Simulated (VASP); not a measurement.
# Ag (P6_3/mmc) in VASP: single point with PBE

Aim: the single point of Ag with PBE.

Program: VASP 6.6.1. These are calculated values, not measurements. Logs are shortened: lines on timing, memory, paths and dates and some standing lists are left out, and cuts for length are marked.

**1. The cell of the first run**

It takes space group P6_3/mmc (No. 194, hexagonal). Conventional cell: a = 2.922 Å, b = 2.922 Å, c = 4.702 Å, α = 90.00°, β = 90.00°, γ = 120.00°. Ag (site symmetry -6m2) has 12 Ag at 2.89 to 2.92 Å within 3.8 Å.

This isn't the form of Ag at room conditions, which is fcc.

**2. Single point, PBE**

File INCAR:

```
PREC = Accurate ; ENCUT = 630
EDIFF = 1E-6 ; ISMEAR = 0
SIGMA = 0.1 ; LREAL = F
LASPH = T ; NELM = 120
ALGO = Normal ; ISIF = 2
LWAVE = F ; LCHARG = F
GGA = PE ; ISYM = 0
NBANDS = 26 ; GGA_COMPAT = F
```

File KPOINTS:

```
Automatic mesh
0
Gamma
  1 6 1
```

File POSCAR:

```
Ag
1.0
    2.9222991408      0.0000000000      0.0000000000
   -1.4611495704      2.5307852934      0.0000000000
    0.0000000000      0.0000000000      4.7016618100
Ag
2
Direct
    0.3333333333      0.6666666667      0.2500000000
    0.6666666667      0.3333333333      0.7500000000
```

Potentials or basis: VASP PAW PBE potentials, release 64 (Ag_sv_GW).

Run with:

```sh
$ cat potpaw_PBE.64/Ag_sv_GW/POTCAR > POTCAR
$ mpirun -np 1 vasp_std > vasp.out
```

OUTCAR:

```text
PREC = Accurate
   ENCUT = 630
   EDIFF = 1E-6
   ISMEAR = 0
   LREAL = F
   LASPH = T
   NELM = 120
   ISIF = 2
   GGA = PE
   ISYM = 0

 ion  position               nearest neighbor table
   1  0.333  0.667  0.250-
   2  0.667  0.333  0.750-

IMPORTANT INFORMATION: All symmetrisations will be switched off!
NOSYMM: (Re-)initialisation of all symmetry stuff for point group C_1.

----------------------------------------------------------------------------------------

                                     Primitive cell

  volume of cell :      34.7721

  direct lattice vectors                    reciprocal lattice vectors
     2.922299141  0.000000000  0.000000000     0.342196316  0.197567135  0.000000000
    -1.461149570  2.530785293  0.000000000     0.000000000  0.395134270  0.000000000
     0.000000000  0.000000000  4.701661810     0.000000000  0.000000000  0.212690755

  length of vectors
     2.922299141  2.922299141  4.701661810     0.395134270  0.395134270  0.212690755

  position of ions in fractional coordinates (direct lattice)
     0.333333333  0.666666667  0.250000000
     0.666666667  0.333333333  0.750000000

  ion indices of the primitive-cell ions
   primitive index   ion index
                 1           1
                 2           2

----------------------------------------------------------------------------------------

 KPOINTS: Automatic mesh

Automatic generation of k-mesh.
 Grid dimensions read from file:
 generate k-points for:    1    6    1

 Generating k-lattice:

  Cartesian coordinates                     Fractional coordinates (reciprocal lattice)
     0.342196316  0.197567135  0.000000000     1.000000000  0.000000000  0.000000000
     0.000000000  0.065855712  0.000000000     0.000000000  0.166666667  0.000000000
     0.000000000  0.000000000  0.212690755     0.000000000  0.000000000  1.000000000

  Length of vectors
     0.395134270  0.065855712  0.212690755

  Shift w.r.t. Gamma in fractional coordinates (k-lattice)
     0.000000000  0.000000000  0.000000000

 -----------------------------------------------------------------------------
[... 40 lines left out ...]
 SYSTEM =  unknown system
   PREC   = accura    normal or accurate (medium, high low for compatibility)
   ISTART =      0    job   : 0-new  1-cont  2-samecut
   ICHARG =      2    charge: 1-file 2-atom 10-const
   ISPIN  =      1    spin polarized calculation?
   LNONCOLLINEAR =      F non collinear calculations
   LSORBIT =      F    spin-orbit coupling
   LASPH  =      T    aspherical Exc in radial PAW
   ENCUT  =  630.0 eV  46.30 Ry    6.80 a.u.   5.98  5.98  9.62*2*pi/ulx,y,z
   NELM   =    120;   NELMIN=  2; NELMDL= -5     # of ELM steps
   EDIFF  = 0.1E-05   stopping-criterion for ELM
   LREAL  =      F    real-space projection
   EDIFFG = 0.1E-04   stopping-criterion for IOM
   NSW    =      0    number of steps for IOM
   IBRION =     -1    ionic relax: 0-MD 1-quasi-New 2-CG
   NFREE  =      0    steps in history (QN), initial steepest desc. (CG)
   ISIF   =      2    stress and relaxation
   ISYM   =      0    0-nonsym 1-usesym 2-fastsym
   POTIM  = 0.5000    time-step for ionic-motion
   TEBEG  =    0.0;   TEEND  =   0.0 temperature during run
   PSTRESS=    0.0 pullay stress
   NELECT =      38.0000    total number of electrons
   NUPDOWN=      -1.0000    fix difference up-down
   EMIN   =  10.00;   EMAX   =-10.00  energy-range for DOS
   EFERMI =   0.00;   METHOD = LEGACY
   ISMEAR =     0;   SIGMA  =   0.10  broadening in eV -4-tet -1-fermi 0-gaus
   EFERMI_NEDOS =   21; number of points for ismear=-14 and -15
   IALGO  =     38    algorithm
   IMIX   =      4    mixing-type and parameters
     AMIX     =   0.40;   BMIX     =  1.00
     AMIX_MAG =   1.60;   BMIX_MAG =  1.00
  volume/ion in A,a.u.               =      17.39       117.33
  Fermi-wavevector in a.u.,A,eV,Ry     =   1.686264  3.186577 38.687981  2.843486
  Thomas-Fermi vector in A             =   2.768960
   LORBIT       =      0    0 simple, 1 ext, 2 COOP (PROOUT), +10 PAW based schemes
   GGA     = PE    functional components
   LHFCALC =     F    Hartree Fock is set to
   AEXX    =    0.0000 exact exchange contribution
   IVDW    =     0    specifies the selected vdW correction
   LEPSILON=     F    determine dielectric tensor
   LRPA    =     F    only Hartree local field effects (RPA)
 non-spin polarized calculation
 Gauss-broadening in eV      SIGMA  =   0.10
  energy-cutoff  :      630.00
  volume of cell :       34.77
 maximum number of plane-waves:      1256
 NGX is ok and might be reduce to    24
   NGX = 11   NGY = 11   NGZ = 19

 number of electron      37.9999979 magnetization

 Free energy of the ion-electron system (eV)
  ---------------------------------------------------
  ext. energy  EPLUGINS =         0.00000000
  ---------------------------------------------------
  free energy    TOTEN  =        -4.52582943 eV

  energy without entropy =       -4.52399210  energy(sigma->0) =       -4.52491076

 E-fermi :   6.8538     XC(G=0): -12.3756

 val. band max:        6.7012729906   @ k =   0.0000   0.0000   0.0000
 cond. band min:       7.0062896048   @ k =   0.0000   0.5000   0.0000
 fundamental gap:      0.3050166143
 Fermi energy:         6.8537812977

 k-point     1 :       0.0000    0.0000    0.0000
  band No.  band energies     occupation
      1     -84.9148      2.00000
      2     -84.8979      2.00000
      3     -48.5659      2.00000
      4     -48.4153      2.00000
      5     -48.4071      2.00000
      6     -48.3898      2.00000
[... 105 lines left out ...]
     25      17.3741      0.00000
     26      22.6078      0.00000

------------------------ aborting loop because EDIFF is reached ----------------------------------------

  FORCE on cell =-STRESS in cart. coord.  units (eV):
  Direction    XX          YY          ZZ          XY          YZ          ZX
  --------------------------------------------------------------------------------------
  -------------------------------------------------------------------------------------
  Total       -5.1155032     -0.5302270     -0.7916559     -0.0000235      0.0000977     -0.0000553
  in kB     -235.7043424    -24.4309901    -36.4767117     -0.0010836      0.0045022     -0.0025497
  external PRESSURE =     -98.8706814 kB  Pullay stress =       0.0000000 kB

 VOLUME and BASIS-vectors are now :
 -----------------------------------------------------------------------------
  energy-cutoff  :      630.00
  volume of cell :       34.77
      direct lattice vectors                 reciprocal lattice vectors
     2.922299141  0.000000000  0.000000000     0.342196316  0.197567135  0.000000000
    -1.461149570  2.530785293  0.000000000     0.000000000  0.395134270  0.000000000
     0.000000000  0.000000000  4.701661810     0.000000000  0.000000000  0.212690755

 POSITION                                       TOTAL-FORCE (eV/Angst)
 -----------------------------------------------------------------------------------
     -0.00000      1.68719      1.17542         0.000056      1.002799     -0.000661
      1.46115      0.84360      3.52625        -0.000056     -1.002799      0.000661
 -----------------------------------------------------------------------------------
    total drift:                               -0.000039      0.000498     -0.000122

  FREE ENERGIE OF THE ION-ELECTRON SYSTEM (eV)
  ---------------------------------------------------
  free  energy   TOTEN  =        -4.5258294289 eV

  energy  without entropy=       -4.5239920968  energy(sigma->0) =       -4.52491076
```

stdout:

```text
POSCAR found type information on POSCAR Ag
 POSCAR found :  1 types and       2 ions
 scaLAPACK will be used
 LDA part: xc-table for (Slater+PW92), standard interpolation
 -----------------------------------------------------------------------------
|                                                                             |
|           W    W    AA    RRRRR   N    N  II  N    N   GGGG   !!!           |
|           W    W   A  A   R    R  NN   N  II  NN   N  G    G  !!!           |
|           W    W  A    A  R    R  N N  N  II  N N  N  G       !!!           |
|           W WW W  AAAAAA  RRRRR   N  N N  II  N  N N  G  GGG   !            |
|           WW  WW  A    A  R   R   N   NN  II  N   NN  G    G                |
|           W    W  A    A  R    R  N    N  II  N    N   GGGG   !!!           |
|                                                                             |
|     Your reciprocal lattice and k-lattice belong to different lattice       |
|     classes:                                                                |
|                                                                             |
|        The reciprocal lattice is hexagonal,                                 |
|        whereas your k-lattice is simple orthorhombic.                       |
|                                                                             |
|     Results are often still useful ...                                      |
|                                                                             |
 -----------------------------------------------------------------------------

 POSCAR, INCAR and KPOINTS ok, starting setup
 FFT: planning ... GRIDC
 FFT: planning ... GRID_SOFT
 FFT: planning ... GRID
 WAVECAR not read
 entering main loop
```

It took 23 s on 1 thread of AMD EPYC 7R43 (Zen 3), shared host; peak memory 0.12 GiB.

Results:

| Quantity | Value |
| --- | --- |
| Free energy | -4.5258 eV |
| Pressure | -9.9 GPa |
| Largest force | 1.003 eV/Å |
| Band gap on the k mesh | zero (bands 19 and 20 overlap by 0.31 eV) |

Forces on the atoms (eV/Å):
```
Ag   0.000  1.003 -0.001
Ag   0.000 -1.003  0.001
```

Stress tensor (GPa, compression positive):
```
-23.57   0.00   0.00
  0.00  -2.44   0.00
  0.00   0.00  -3.65
```

Caveat: the k points lie up to 2.15 Å⁻¹ apart, too coarse for converged energies, forces and pressures; forces of over 1 eV/Å act on the atoms, so gaps and moduli don't describe the material at rest.

The gap in the log of VASP goes by the Fermi energy; the results here count the filled bands.